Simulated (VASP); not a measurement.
# AlNi (Pm) in VASP: further runs

AlNi is run at these levels: PBE; tasks: single point.

All numbers are computed with VASP 6.6.1; they aren't measurements. Logs are shortened: lines on timing, memory, paths and dates and some standing lists are left out, and cuts for length are marked.

## Step 1: The cell of the first run

Symmetry: Pm, No. 6, monoclinic system. The conventional cell has a = 2.893 Å, b = 2.893 Å, c = 2.893 Å, α = 90.00°, β = 90.00°, γ = 90.00°. Al (site symmetry m) has 8 Ni at 2.45 to 2.56 Å and 6 Al at 2.89 Å within 3.2 Å. Within 3.2 Å of Ni (site symmetry m) lie 8 Al at 2.45 to 2.56 Å and 6 Ni at 2.89 Å.

## Step 2: Single point, PBE (atoms displaced along several vibrational modes)

Input file INCAR:

```
SYSTEM = AlNi
PREC = Accurate ; ENCUT = 520
EDIFF = 1E-7 ; ISMEAR = 0
SIGMA = 0.15 ; LREAL = .FALSE.
LASPH = .TRUE. ; NELM = 100
ALGO = Fast ; ISIF = 2
LWAVE = .FALSE. ; LCHARG = .FALSE.
GGA = PE ; NBANDS = 14
```

Input file KPOINTS:

```
Automatic mesh
0
G
  16 16 16
  0 0 0
```

Input file POSCAR:

```
AlNi
1.0
    2.8927237805      0.0000000000      0.0000000000
    0.0000000000      2.8927237805      0.0000000000
    0.0000000000      0.0000000000      2.8927237805
Al Ni
1 1
Direct
   -0.0138277980     -0.0069138990      0.0000000000
    0.5063566817      0.5031783409      0.5000000000
```

Potentials or basis: VASP PAW PBE potentials, release 64 (Al, Ni).

Run with:

```bash
cat potpaw_PBE.64/Al/POTCAR potpaw_PBE.64/Ni/POTCAR > POTCAR
mpirun -np 1 vasp_std > vasp.out
```

OUTCAR:

```text
SYSTEM = AlNi
   PREC = Accurate
   ENCUT = 520
   EDIFF = 1E-7
   ISMEAR = 0
   LREAL = .FALSE.
   LASPH = .TRUE.
   NELM = 100
   ISIF = 2
   GGA = PE

 ion  position               nearest neighbor table
   1  0.986  0.993  0.000-   2 2.45   2 2.45   2 2.49   2 2.49   2 2.52   2 2.52   2 2.56   2 2.56

   2  0.506  0.503  0.500-   1 2.45   1 2.45   1 2.49   1 2.49   1 2.52   1 2.52   1 2.56   1 2.56

  LATTYP: Found a simple cubic cell.
 ALAT       =     2.8927237805

  Lattice vectors:

 A1 = (   2.8927237805,   0.0000000000,   0.0000000000)
 A2 = (   0.0000000000,   2.8927237805,   0.0000000000)
 A3 = (   0.0000000000,   0.0000000000,   2.8927237805)

Analysis of symmetry for initial positions (statically):
=====================================================================
 Subroutine PRICEL returns:
 Original cell was already a primitive cell.

 Routine SETGRP: Setting up the symmetry group for a
 simple cubic supercell.

 Subroutine GETGRP returns: Found  2 space group operations
 (whereof  2 operations were pure point group operations)
 out of a pool of 48 trial point group operations.

The static configuration has the point symmetry C_1h.

Analysis of symmetry for dynamics (positions and initial velocities):
=====================================================================
 Subroutine PRICEL returns:
 Original cell was already a primitive cell.

 Routine SETGRP: Setting up the symmetry group for a
 simple cubic supercell.

 Subroutine GETGRP returns: Found  2 space group operations
 (whereof  2 operations were pure point group operations)
 out of a pool of 48 trial point group operations.

The dynamic configuration has the point symmetry C_1h.

 Subroutine INISYM returns: Found  2 space group operations
 (whereof  2 operations are pure point group operations),
 and found     1 'primitive' translations

----------------------------------------------------------------------------------------

                                     Primitive cell

  volume of cell :      24.2059

  direct lattice vectors                    reciprocal lattice vectors
     2.892723780  0.000000000  0.000000000     0.345694949  0.000000000  0.000000000
     0.000000000  2.892723780  0.000000000     0.000000000  0.345694949  0.000000000
     0.000000000  0.000000000  2.892723780     0.000000000  0.000000000  0.345694949

  length of vectors
     2.892723780  2.892723780  2.892723780     0.345694949  0.345694949  0.345694949

  position of ions in fractional coordinates (direct lattice)
     0.986172202  0.993086101  0.000000000
     0.506356682  0.503178341  0.500000000

  ion indices of the primitive-cell ions
   primitive index   ion index
                 1           1
                 2           2

----------------------------------------------------------------------------------------

 KPOINTS: Automatic mesh

Automatic generation of k-mesh.
 Grid dimensions read from file:
 generate k-points for:   16   16   16

 Generating k-lattice:

  Cartesian coordinates                     Fractional coordinates (reciprocal lattice)
     0.021605934  0.000000000  0.000000000     0.062500000  0.000000000  0.000000000
     0.000000000  0.021605934  0.000000000     0.000000000  0.062500000  0.000000000
     0.000000000  0.000000000  0.021605934     0.000000000  0.000000000  0.062500000

  Length of vectors
     0.021605934  0.021605934  0.021605934

  Shift w.r.t. Gamma in fractional coordinates (k-lattice)
     0.000000000  0.000000000  0.000000000

 Subroutine IBZKPT returns following result:
 ===========================================

 Found   1170 irreducible k-points:

 Following reciprocal coordinates:
            Coordinates               Weight
  0.000000  0.000000  0.000000      1.000000
  0.062500  0.000000  0.000000      2.000000
  0.000000  0.062500  0.000000      2.000000
  0.000000  0.000000  0.062500      2.000000
  0.125000  0.000000  0.000000      2.000000
  0.000000  0.125000  0.000000      2.000000
[... 16 lines left out ...]
  0.500000  0.000000  0.000000      1.000000
  0.000000  0.500000  0.000000      1.000000
 [... further k-points ...]
   k-points           NKPTS =   1170   k-points in BZ     NKDIM =   1170   number of bands    NBANDS=     14
   number of dos      NEDOS =    301   number of ions     NIONS =      2
   total plane-waves  NPLWV =  13824
   dimension x,y,z NGX =    24 NGY =   24 NGZ =   24
   dimension x,y,z NGXF=    48 NGYF=   48 NGZF=   48
   ions per type =               1   1
   NGX,Y,Z   is equivalent  to a cutoff of  13.79, 13.79, 13.79 a.u.
   NGXF,Y,Z  is equivalent  to a cutoff of  27.59, 27.59, 27.59 a.u.
 SYSTEM =  AlNi
   PREC   = accura    normal or accurate (medium, high low for compatibility)
   ISTART =      0    job   : 0-new  1-cont  2-samecut
   ICHARG =      2    charge: 1-file 2-atom 10-const
   ISPIN  =      1    spin polarized calculation?
   LNONCOLLINEAR =      F non collinear calculations
   LSORBIT =      F    spin-orbit coupling
   LASPH  =      T    aspherical Exc in radial PAW
   ENCUT  =  520.0 eV  38.22 Ry    6.18 a.u.   5.38  5.38  5.38*2*pi/ulx,y,z
   NELM   =    100;   NELMIN=  2; NELMDL= -5     # of ELM steps
   EDIFF  = 0.1E-06   stopping-criterion for ELM
   LREAL  =      F    real-space projection
   EDIFFG = 0.1E-05   stopping-criterion for IOM
   NSW    =      0    number of steps for IOM
   IBRION =     -1    ionic relax: 0-MD 1-quasi-New 2-CG
   NFREE  =      0    steps in history (QN), initial steepest desc. (CG)
   ISIF   =      2    stress and relaxation
   ISYM   =      2    0-nonsym 1-usesym 2-fastsym
   POTIM  = 0.5000    time-step for ionic-motion
   TEBEG  =    0.0;   TEEND  =   0.0 temperature during run
   PSTRESS=    0.0 pullay stress
   NELECT =      13.0000    total number of electrons
   NUPDOWN=      -1.0000    fix difference up-down
   EMIN   =  10.00;   EMAX   =-10.00  energy-range for DOS
   EFERMI =   0.00;   METHOD = LEGACY
   ISMEAR =     0;   SIGMA  =   0.15  broadening in eV -4-tet -1-fermi 0-gaus
   EFERMI_NEDOS =   21; number of points for ismear=-14 and -15
   IALGO  =     68    algorithm
   IMIX   =      4    mixing-type and parameters
     AMIX     =   0.40;   BMIX     =  1.00
     AMIX_MAG =   1.60;   BMIX_MAG =  1.00
  volume/ion in A,a.u.               =      12.10        81.67
  Fermi-wavevector in a.u.,A,eV,Ry     =   1.330707  2.514671 24.092926  1.770780
  Thomas-Fermi vector in A             =   2.459773
   LORBIT       =      0    0 simple, 1 ext, 2 COOP (PROOUT), +10 PAW based schemes
   GGA     = PE    functional components
   LHFCALC =     F    Hartree Fock is set to
   AEXX    =    0.0000 exact exchange contribution
   IVDW    =     0    specifies the selected vdW correction
   LEPSILON=     F    determine dielectric tensor
   LRPA    =     F    only Hartree local field effects (RPA)
 non-spin polarized calculation
 RMM-DIIS sequential band-by-band and
 Gauss-broadening in eV      SIGMA  =   0.15
  energy-cutoff  :      520.00
  volume of cell :       24.21
 maximum number of plane-waves:       672
 NGX is ok and might be reduce to    24
   NGX = 11   NGY = 11   NGZ = 11

 number of electron      13.0000005 magnetization

 Free energy of the ion-electron system (eV)
  ---------------------------------------------------
  ext. energy  EPLUGINS =         0.00000000
  ---------------------------------------------------
  free energy    TOTEN  =       -10.53149892 eV

  energy without entropy =      -10.52270649  energy(sigma->0) =      -10.52710271

 E-fermi :   9.8674     XC(G=0): -11.9886

 val. band max:        9.8673763189   @ k =   0.1250   0.3125  -0.3750
 cond. band min:       9.8676726567   @ k =   0.1250  -0.3750  -0.3125
 fundamental gap:      0.0002963378
 Fermi energy:         9.8674340280

 k-point     1 :       0.0000    0.0000    0.0000
  band No.  band energies     occupation
      1      -1.1829      2.00000
      2       6.6928      2.00000
      3       6.6958      2.00000
      4       8.3436      2.00000
      5       8.3484      2.00000
      6       8.3492      2.00000
      7      15.3126      0.00000
      8      15.3150      0.00000
      9      15.3208      0.00000
     10      17.9563      0.00000
     11      17.9573      0.00000
     12      23.3621      0.00000
     13      30.6113      0.00000
     14      30.6308      0.00000

 k-point     2 :       0.0625    0.0000    0.0000
  band No.  band energies     occupation
      1      -1.1116      2.00000
      2       6.6905      2.00000
      3       6.7094      2.00000
      4       8.3164      2.00000
      5       8.3175      2.00000
      6       8.3487      2.00000
      7      14.5321      0.00000
      8      15.4094      0.00000
      9      15.4112      0.00000
     10      17.9614      0.00000
     11      18.6677      0.00000
     12      23.6137      0.00000
     13      29.7647      0.00000
     14      29.7683      0.00000

 k-point     3 :       0.0000    0.0625    0.0000
  band No.  band energies     occupation
      1      -1.1116      2.00000
      2       6.6886      2.00000
      3       6.7114      2.00000
      4       8.3138      2.00000
      5       8.3175      2.00000
      6       8.3512      2.00000
      7      14.5283      0.00000
      8      15.4095      0.00000
      9      15.4167      0.00000
     10      17.9620      0.00000
     11      18.6644      0.00000
     12      23.6146      0.00000
     13      29.7660      0.00000
     14      29.7796      0.00000

 k-point     4 :       0.0000    0.0000    0.0625
  band No.  band energies     occupation
      1      -1.1116      2.00000
      2       6.6880      2.00000
      3       6.7120      2.00000
      4       8.3125      2.00000
      5       8.3182      2.00000
      6       8.3519      2.00000
      7      14.5270      0.00000
      8      15.4073      0.00000
      9      15.4208      0.00000
     10      17.9622      0.00000
     11      18.6633      0.00000
     12      23.6150      0.00000
     13      29.7630      0.00000
     14      29.7880      0.00000

 k-point     5 :       0.1250    0.0000    0.0000
  band No.  band energies     occupation
      1      -0.8983      2.00000
      2       6.6608      2.00000
      3       6.7572      2.00000
      4       8.2310      2.00000
      5       8.2320      2.00000
      6       8.3578      2.00000
      7      13.1584      0.00000
      8      15.6858      0.00000
      9      15.6875      0.00000
     10      17.9767      0.00000
     11      19.7798      0.00000
[... 276 lines left out ...]
 k-point    22 :       0.0000    0.0000    0.4375
  band No.  band energies     occupation
      1       2.1413      2.00000
      2       4.0491      2.00000
      3       7.1415      2.00000
      4       7.6752      2.00000
      5       7.6799      2.00000
      6       8.4308      2.00000
      7       9.2733      2.00000
      8      18.1259      0.00000
      9      19.1323      0.00000
     10      19.1369      0.00000
     11      21.3961      0.00000
     12      21.4221      0.00000
     13      23.5133      0.00000
     14      25.5769      0.00000

 k-point    23 :       0.5000    0.0000    0.0000
  band No.  band energies     occupation
      1       2.9639      2.00000
      2       3.1823      2.00000
      3       7.1576      2.00000
      4       7.6562      2.00000
      5       7.6576      2.00000
      6       8.4313      2.00000
      7       9.2283      2.00000
      8      18.1392      0.00000
      9      19.8077      0.00000
     10      19.8111      0.00000
     11      20.6419      0.00000
     12      20.6483      0.00000
     13      23.9793      0.00000
     14      24.9833      0.00000

 k-point    24 :       0.0000    0.5000    0.0000
  band No.  band energies     occupation
      1       2.9812      2.00000
      2       3.1655      2.00000
      3       7.1596      2.00000
      4       7.6525      2.00000
      5       7.6580      2.00000
      6       8.4334      2.00000
      7       9.2255      2.00000
      8      18.1365      0.00000
      9      19.8234      0.00000
     10      19.8375      0.00000
     11      20.6103      0.00000
     12      20.6362      0.00000
     13      24.0244      0.00000
     14      24.9435      0.00000

 [... further k-points ...]
[... 5 lines left out ...]
  --------------------------------------------------------------------------------------
  -------------------------------------------------------------------------------------
  Total        0.0478685      0.0657797      0.0719399      0.0360734      0.0000000      0.0000000
  in kB        3.1683946      4.3539295      4.7616702      2.3876826      0.0000000      0.0000000
  external PRESSURE =       4.0946647 kB  Pullay stress =       0.0000000 kB

 VOLUME and BASIS-vectors are now :
 -----------------------------------------------------------------------------
  energy-cutoff  :      520.00
  volume of cell :       24.21
      direct lattice vectors                 reciprocal lattice vectors
     2.892723780  0.000000000  0.000000000     0.345694949  0.000000000  0.000000000
     0.000000000  2.892723780  0.000000000     0.000000000  0.345694949  0.000000000
     0.000000000  0.000000000  2.892723780     0.000000000  0.000000000  0.345694949

 POSITION                                       TOTAL-FORCE (eV/Angst)
 -----------------------------------------------------------------------------------
      2.85272      2.87272      0.00000         0.333846      0.168402      0.000000
      1.46475      1.45556      1.44636        -0.333846     -0.168402      0.000000
 -----------------------------------------------------------------------------------
    total drift:                               -0.000317     -0.000273      0.000013

  FREE ENERGIE OF THE ION-ELECTRON SYSTEM (eV)
  ---------------------------------------------------
  free  energy   TOTEN  =       -10.5314989231 eV

  energy  without entropy=      -10.5227064915  energy(sigma->0) =      -10.52710271
```

Run time: 4.3 min. Hardware: 1 thread of Intel Xeon Platinum 8259CL at 2.50GHz (Skylake/Cascade Lake), shared host; peak memory 0.49 GiB.

What came out:

```yaml
Free_energy: -10.5315 eV
Pressure: 0.4 GPa
Largest_force: 0.374 eV/Å
Band_gap_on_the_k_mesh: zero (an odd number of electrons rules out a gap without spin polarisation)
```

Forces on the atoms (eV/Å):
```
Al   0.334  0.168  0.000
Ni  -0.334 -0.168  0.000
```

Caveat: the cell differs from its parent crystal (atoms displaced along several vibrational modes).

[end of part 1 of 2]
